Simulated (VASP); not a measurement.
# MgB2 (P6/mmm) in VASP: further runs

The runs below take MgB2 through single point, with PBE.

Everything below comes from runs of VASP 6.6.1. Logs are shortened: lines on timing, memory, paths and dates and some standing lists are left out, and cuts for length are marked.

### Step 1. The cell of the first run

The structure is hexagonal, space group P6/mmm (No. 191). Conventional cell: a = 3.051 Å, b = 3.051 Å, c = 3.472 Å, α = 90.00°, β = 90.00°, γ = 120.00°. Mg (site symmetry 6/mmm) has 12 B at 2.47 Å and 6 Mg at 3.05 Å within 3.3 Å. Within 2.3 Å of B (site symmetry -6m2) lie 3 B at 1.76 Å.

### Step 2. Single point, PBE

Contents of INCAR:

```
SYSTEM = MgB2
ALGO     = Normal         ! electronic algorithm
EDIFF    = 1E-6           ! SCF threshold, eV
ENCUT    = 520            ! plane-wave cutoff, eV
GGA      = PE             ! functional
ISIF     = 2              ! what is computed and relaxed
ISMEAR   = 0              ! smearing method
LASPH    = .TRUE.         ! aspherical terms in the spheres
LCHARG   = .FALSE.        ! write CHGCAR
LREAL    = .FALSE.        ! projectors in reciprocal space
LWAVE    = .FALSE.        ! write WAVECAR
NBANDS   = 11             ! bands
NELM     = 100            ! most SCF steps
PREC     = Accurate       ! precision mode
SIGMA    = 0.1            ! smearing width, eV
```

Contents of KPOINTS:

```
k-points
0
G
  18 18 12
  0 0 0
```

Contents of POSCAR:

```
MgB2
1.0
    3.0511590701      0.0000000000      0.0000000000
   -1.5255795350      2.6423812657      0.0000000000
    0.0000000000      0.0000000000      3.4723551369
Mg B
1 2
Direct
    0.0000000000      0.0000000000      0.0000000000
    0.3333333333      0.6666666667      0.5000000000
    0.6666666667      0.3333333333      0.5000000000
```

Potentials or basis: VASP PAW PBE potentials, release 64 (Mg, B).

Launch:

```
$ cat potpaw_PBE.64/Mg/POTCAR potpaw_PBE.64/B/POTCAR > POTCAR
$ mpirun -np 1 vasp_std > vasp.out
```

OUTCAR:

```text
SYSTEM = MgB2
   EDIFF = 1E-6
   ENCUT = 520
   GGA = PE
   ISIF = 2
   ISMEAR = 0
   LASPH = .TRUE.
   LREAL = .FALSE.
   NELM = 100
   PREC = Accurate

 ion  position               nearest neighbor table
   1  0.000  0.000  0.000-   2 2.47   3 2.47   2 2.47   3 2.47   2 2.47   2 2.47   3 2.47   3 2.47
                             3 2.47   3 2.47   2 2.47   2 2.47
   2  0.333  0.667  0.500-   3 1.76   3 1.76   3 1.76   1 2.47   1 2.47   1 2.47   1 2.47   1 2.47
                             1 2.47
   3  0.667  0.333  0.500-   2 1.76   2 1.76   2 1.76   1 2.47   1 2.47   1 2.47   1 2.47   1 2.47
                             1 2.47

  LATTYP: Found a hexagonal cell.
 ALAT       =     3.0511590701
 C/A-ratio  =     1.1380446110

  Lattice vectors:

 A1 = (   3.0511590701,   0.0000000000,   0.0000000000)
 A2 = (  -1.5255795350,   2.6423812657,   0.0000000000)
 A3 = (   0.0000000000,   0.0000000000,   3.4723551369)

Analysis of symmetry for initial positions (statically):
=====================================================================
 Subroutine PRICEL returns:
 Original cell was already a primitive cell.

 Routine SETGRP: Setting up the symmetry group for a
 hexagonal supercell.

 Subroutine GETGRP returns: Found 24 space group operations
 (whereof 24 operations were pure point group operations)
 out of a pool of 24 trial point group operations.

The static configuration has the point symmetry D_6h.

Analysis of symmetry for dynamics (positions and initial velocities):
=====================================================================
 Subroutine PRICEL returns:
 Original cell was already a primitive cell.

 Routine SETGRP: Setting up the symmetry group for a
 hexagonal supercell.

 Subroutine GETGRP returns: Found 24 space group operations
 (whereof 24 operations were pure point group operations)
 out of a pool of 24 trial point group operations.

The dynamic configuration has the point symmetry D_6h.

 Subroutine INISYM returns: Found 24 space group operations
 (whereof 24 operations are pure point group operations),
 and found     1 'primitive' translations

----------------------------------------------------------------------------------------

                                     Primitive cell

  volume of cell :      27.9953

  direct lattice vectors                    reciprocal lattice vectors
     3.051159070  0.000000000  0.000000000     0.327744302  0.189223261  0.000000000
    -1.525579535  2.642381266  0.000000000     0.000000000  0.378446522  0.000000000
     0.000000000  0.000000000  3.472355137     0.000000000  0.000000000  0.287988976

  length of vectors
     3.051159070  3.051159070  3.472355137     0.378446522  0.378446522  0.287988976

  position of ions in fractional coordinates (direct lattice)
     0.000000000  0.000000000  0.000000000
     0.333333333  0.666666667  0.500000000
     0.666666667  0.333333333  0.500000000

  ion indices of the primitive-cell ions
   primitive index   ion index
                 1           1
                 2           2
                 3           3

----------------------------------------------------------------------------------------

 KPOINTS: k-points

Automatic generation of k-mesh.
 Grid dimensions read from file:
 generate k-points for:   18   18   12

 Generating k-lattice:

  Cartesian coordinates                     Fractional coordinates (reciprocal lattice)
     0.018208017  0.010512403  0.000000000     0.055555556  0.000000000  0.000000000
     0.000000000  0.021024807  0.000000000     0.000000000  0.055555556  0.000000000
     0.000000000  0.000000000  0.023999081     0.000000000  0.000000000  0.083333333

  Length of vectors
     0.021024807  0.021024807  0.023999081

  Shift w.r.t. Gamma in fractional coordinates (k-lattice)
     0.000000000  0.000000000  0.000000000

 Subroutine IBZKPT returns following result:
 ===========================================

 Found    259 irreducible k-points:

 Following reciprocal coordinates:
            Coordinates               Weight
  0.000000  0.000000  0.000000      1.000000
  0.055556  0.000000  0.000000      6.000000
  0.111111  0.000000  0.000000      6.000000
  0.166667  0.000000  0.000000      6.000000
  0.222222  0.000000  0.000000      6.000000
  0.277778  0.000000  0.000000      6.000000
[... 16 lines left out ...]
  0.333333  0.111111  0.000000     12.000000
  0.388889  0.111111  0.000000     12.000000
 [... further k-points ...]
   k-points           NKPTS =    259   k-points in BZ     NKDIM =    259   number of bands    NBANDS=     11
   number of dos      NEDOS =    301   number of ions     NIONS =      3
   total plane-waves  NPLWV =  16128
   dimension x,y,z NGX =    24 NGY =   24 NGZ =   28
   dimension x,y,z NGXF=    48 NGYF=   48 NGZF=   56
   ions per type =               1   2
   NGX,Y,Z   is equivalent  to a cutoff of  13.08, 13.08, 13.41 a.u.
   NGXF,Y,Z  is equivalent  to a cutoff of  26.15, 26.15, 26.81 a.u.
 SYSTEM =  MgB2
   PREC   = accura    normal or accurate (medium, high low for compatibility)
   ISTART =      0    job   : 0-new  1-cont  2-samecut
   ICHARG =      2    charge: 1-file 2-atom 10-const
   ISPIN  =      1    spin polarized calculation?
   LNONCOLLINEAR =      F non collinear calculations
   LSORBIT =      F    spin-orbit coupling
   LASPH  =      T    aspherical Exc in radial PAW
   ENCUT  =  520.0 eV  38.22 Ry    6.18 a.u.   5.67  5.67  6.46*2*pi/ulx,y,z
   NELM   =    100;   NELMIN=  2; NELMDL= -5     # of ELM steps
   EDIFF  = 0.1E-05   stopping-criterion for ELM
   LREAL  =      F    real-space projection
   EDIFFG = 0.1E-04   stopping-criterion for IOM
   NSW    =      0    number of steps for IOM
   IBRION =     -1    ionic relax: 0-MD 1-quasi-New 2-CG
   NFREE  =      0    steps in history (QN), initial steepest desc. (CG)
   ISIF   =      2    stress and relaxation
   ISYM   =      2    0-nonsym 1-usesym 2-fastsym
   POTIM  = 0.5000    time-step for ionic-motion
   TEBEG  =    0.0;   TEEND  =   0.0 temperature during run
   PSTRESS=    0.0 pullay stress
   NELECT =       8.0000    total number of electrons
   NUPDOWN=      -1.0000    fix difference up-down
   EMIN   =  10.00;   EMAX   =-10.00  energy-range for DOS
   EFERMI =   0.00;   METHOD = LEGACY
   ISMEAR =     0;   SIGMA  =   0.10  broadening in eV -4-tet -1-fermi 0-gaus
   EFERMI_NEDOS =   21; number of points for ismear=-14 and -15
   IALGO  =     38    algorithm
   IMIX   =      4    mixing-type and parameters
     AMIX     =   0.40;   BMIX     =  1.00
     AMIX_MAG =   1.60;   BMIX_MAG =  1.00
  volume/ion in A,a.u.               =       9.33        62.97
  Fermi-wavevector in a.u.,A,eV,Ry     =   1.078309  2.037709 15.820186  1.162751
  Thomas-Fermi vector in A             =   2.214244
   LORBIT       =      0    0 simple, 1 ext, 2 COOP (PROOUT), +10 PAW based schemes
   GGA     = PE    functional components
   LHFCALC =     F    Hartree Fock is set to
   AEXX    =    0.0000 exact exchange contribution
   IVDW    =     0    specifies the selected vdW correction
   LEPSILON=     F    determine dielectric tensor
   LRPA    =     F    only Hartree local field effects (RPA)
 non-spin polarized calculation
 Gauss-broadening in eV      SIGMA  =   0.10
  energy-cutoff  :      520.00
  volume of cell :       28.00
 maximum number of plane-waves:       768
 NGX is ok and might be reduce to    24
   NGX = 11   NGY = 11   NGZ = 13

 number of electron       8.0000000 magnetization

 Free energy of the ion-electron system (eV)
  ---------------------------------------------------
  ext. energy  EPLUGINS =         0.00000000
  ---------------------------------------------------
  free energy    TOTEN  =       -15.31482715 eV

  energy without entropy =      -15.31189624  energy(sigma->0) =      -15.31336169

 E-fermi :   5.4894     XC(G=0): -11.0569

 val. band max:        5.4873233684   @ k =   0.0556   0.0556   0.0833
 cond. band min:       5.4961836170   @ k =   0.4444   0.0000   0.0000
 fundamental gap:      0.0088602486
 Fermi energy:         5.4894072350

 k-point     1 :       0.0000    0.0000    0.0000
  band No.  band energies     occupation
      1      -7.1148      2.00000
      2       2.5479      2.00000
      3       5.8829      0.00000
      4       5.8829      0.00000
      5       7.3271      0.00000
      6      11.9401      0.00000
      7      11.9401      0.00000
      8      13.9350      0.00000
      9      15.7489      0.00000
     10      18.5332      0.00000
     11      22.0199      0.00000

 k-point     2 :       0.0556    0.0000    0.0000
  band No.  band energies     occupation
      1      -7.0601      2.00000
      2       2.6011      2.00000
      3       5.5954      0.13389
      4       5.7463      0.00028
      5       7.3729      0.00000
      6      11.9218      0.00000
      7      12.1881      0.00000
      8      14.0464      0.00000
      9      15.5477      0.00000
     10      18.8094      0.00000
     11      21.7584      0.00000

 k-point     3 :       0.1111    0.0000    0.0000
  band No.  band energies     occupation
      1      -6.8964      2.00000
      2       2.7603      2.00000
      3       4.8382      2.00000
      4       5.3971      1.80807
      5       7.5174      0.00000
      6      11.7878      0.00000
      7      12.8697      0.00000
      8      14.3855      0.00000
      9      14.9767      0.00000
     10      19.5678      0.00000
     11      21.1566      0.00000

 k-point     4 :       0.1667    0.0000    0.0000
  band No.  band energies     occupation
      1      -6.6244      2.00000
      2       3.0236      2.00000
      3       3.8108      2.00000
      4       4.9500      2.00000
      5       7.7603      0.00000
      6      11.5192      0.00000
      7      13.8639      0.00000
      8      14.1196      0.00000
      9      14.8136      0.00000
     10      20.5319      0.00000
     11      20.6664      0.00000

 k-point     5 :       0.2222    0.0000    0.0000
  band No.  band energies     occupation
      1      -6.2457      2.00000
      2       2.6656      2.00000
      3       3.3879      2.00000
      4       4.4940      2.00000
      5       8.0895      0.00000
      6      11.2047      0.00000
      7      13.0820      0.00000
      8      15.0629      0.00000
      9      15.0676      0.00000
     10      20.1840      0.00000
     11      20.2007      0.00000
[... 211 lines left out ...]
 k-point    21 :       0.2222    0.1111    0.0000
  band No.  band energies     occupation
      1      -5.6024      2.00000
      2       1.5338      2.00000
      3       3.2365      2.00000
      4       4.0007      2.00000
      5       8.7661      0.00000
      6      11.7408      0.00000
      7      11.8558      0.00000
      8      14.0704      0.00000
      9      16.6560      0.00000
     10      18.0247      0.00000
     11      19.6898      0.00000

 k-point    22 :       0.2778    0.1111    0.0000
  band No.  band energies     occupation
      1      -5.0200      2.00000
      2       0.4317      2.00000
      3       2.8603      2.00000
      4       4.5382      2.00000
      5       9.2684      0.00000
      6      10.7067      0.00000
      7      11.5750      0.00000
      8      14.1831      0.00000
      9      17.3348      0.00000
     10      17.4212      0.00000
     11      19.3872      0.00000

 k-point    23 :       0.3333    0.1111    0.0000
  band No.  band energies     occupation
      1      -4.3430      2.00000
      2      -0.6410      2.00000
      3       2.5923      2.00000
      4       5.1237      2.00000
      5       9.7356      0.00000
      6       9.7865      0.00000
      7      11.3551      0.00000
      8      13.8532      0.00000
      9      17.0065      0.00000
     10      18.2771      0.00000
     11      19.2904      0.00000

 k-point    24 :       0.3889    0.1111    0.0000
  band No.  band energies     occupation
      1      -3.5896      2.00000
      2      -1.6396      2.00000
      3       2.4312      2.00000
      4       5.6670      0.01203
      5       8.9493      0.00000
      6      10.2305      0.00000
      7      11.2159      0.00000
      8      13.4330      0.00000
      9      16.7645      0.00000
     10      18.7339      0.00000
     11      19.8683      0.00000

 [... further k-points ...]

------------------------ aborting loop because EDIFF is reached ----------------------------------------

  FORCE on cell =-STRESS in cart. coord.  units (eV):
  Direction    XX          YY          ZZ          XY          YZ          ZX
  --------------------------------------------------------------------------------------
  -------------------------------------------------------------------------------------
  Total        0.7756138      0.7756138      0.7373259      0.0000000      0.0000000      0.0000000
  in kB       44.3886184     44.3886184     42.1973920      0.0000000      0.0000000      0.0000000
  external PRESSURE =      43.6582096 kB  Pullay stress =       0.0000000 kB

 VOLUME and BASIS-vectors are now :
 -----------------------------------------------------------------------------
  energy-cutoff  :      520.00
  volume of cell :       28.00
      direct lattice vectors                 reciprocal lattice vectors
     3.051159070  0.000000000  0.000000000     0.327744302  0.189223261  0.000000000
    -1.525579535  2.642381266  0.000000000     0.000000000  0.378446522  0.000000000
     0.000000000  0.000000000  3.472355137     0.000000000  0.000000000  0.287988976

 POSITION                                       TOTAL-FORCE (eV/Angst)
 -----------------------------------------------------------------------------------
      0.00000      0.00000      0.00000         0.000000      0.000000      0.000000
     -0.00000      1.76159      1.73618        -0.000000      0.000000      0.000000
      1.52558      0.88079      1.73618         0.000000     -0.000000     -0.000000
 -----------------------------------------------------------------------------------
    total drift:                                0.000000     -0.000000      0.000000

  FREE ENERGIE OF THE ION-ELECTRON SYSTEM (eV)
  ---------------------------------------------------
  free  energy   TOTEN  =       -15.3148271463 eV

  energy  without entropy=      -15.3118962381  energy(sigma->0) =      -15.31336169
```

Wall time 19 s (1 thread of Intel Xeon 6975P-C (Granite Rapids), shared host); peak memory 0.21 GiB.

What came out:

| Property | Result |
| --- | --- |
| Free energy | -15.3148 eV |
| Pressure | 4.4 GPa |
| Band gap on the k mesh | zero (band 4 reaches 7.36 eV, above the bottom of band 5 at 3.45 eV) |

### Step 3. Single point, PBE

This run uses another cell than the first one, of 9.62 Å³/atom, 1.031 times its volume.

Contents of INCAR:

```
SYSTEM = MgB2
  PREC = Accurate
  ENCUT = 520
  EDIFF = 1E-6
  ISMEAR = 0
  SIGMA = 0.1
  LREAL = .FALSE.
  LASPH = .TRUE.
  NELM = 80
  ALGO = Normal
  ISIF = 2
  LWAVE = .FALSE.
  LCHARG = .FALSE.
  GGA = PE
  NBANDS = 11
```

Contents of KPOINTS:

```
Automatic mesh
0
G
  18 18 12
  0 0 0
```

Contents of POSCAR:

```
MgB2
1.0
    3.0758935127      0.0000000000      0.0000000000
   -1.5379467563      2.6638019213      0.0000000000
    0.0000000000      0.0000000000      3.5224067905
Mg B
1 2
Direct
    0.0000000000      0.0000000000      0.0000000000
    0.3333333333      0.6666666667      0.5000000000
    0.6666666667      0.3333333333      0.5000000000
```

Potentials or basis: VASP PAW PBE potentials, release 64 (Mg, B).

Launch:

```
$ cat potpaw_PBE.64/Mg/POTCAR potpaw_PBE.64/B/POTCAR > POTCAR
$ mpirun -np 1 vasp_std > vasp.out
```

Run time: 19 s. Hardware: 1 thread of Intel Xeon 6975P-C (Granite Rapids), shared host; peak memory 0.21 GiB.

Results (log left out):

* Free energy: -15.3258 eV
* Pressure: -0.3 GPa
* Band gap on the k mesh: zero (band 4 reaches 7.09 eV, above the bottom of band 5 at 3.30 eV)

Stress tensor (GPa, compression positive):
```
-0.20  0.00  0.00
 0.00 -0.20  0.00
 0.00  0.00 -0.41
```

Levels at points of the mesh, in eV from the Fermi level:
```
           k point  band 1  band 2  band 3  band 4  band 5  band 6  band 7  band 8
(0.00, 0.00, 0.00)  -12.43   -2.95    0.40    0.40    1.65    6.38    6.38    8.21
(0.50, 0.00, 0.00)   -8.52   -7.82   -2.15    0.22    3.10    3.93    5.35    7.15
(0.00, 0.00, 0.50)  -11.16   -7.43    0.77    0.77    6.70    6.70    8.04    9.97
(0.50, 0.00, 0.50)   -7.55   -6.92   -3.54   -1.86   -1.26    5.78    8.86    8.99
```

[end of part 1 of 2]
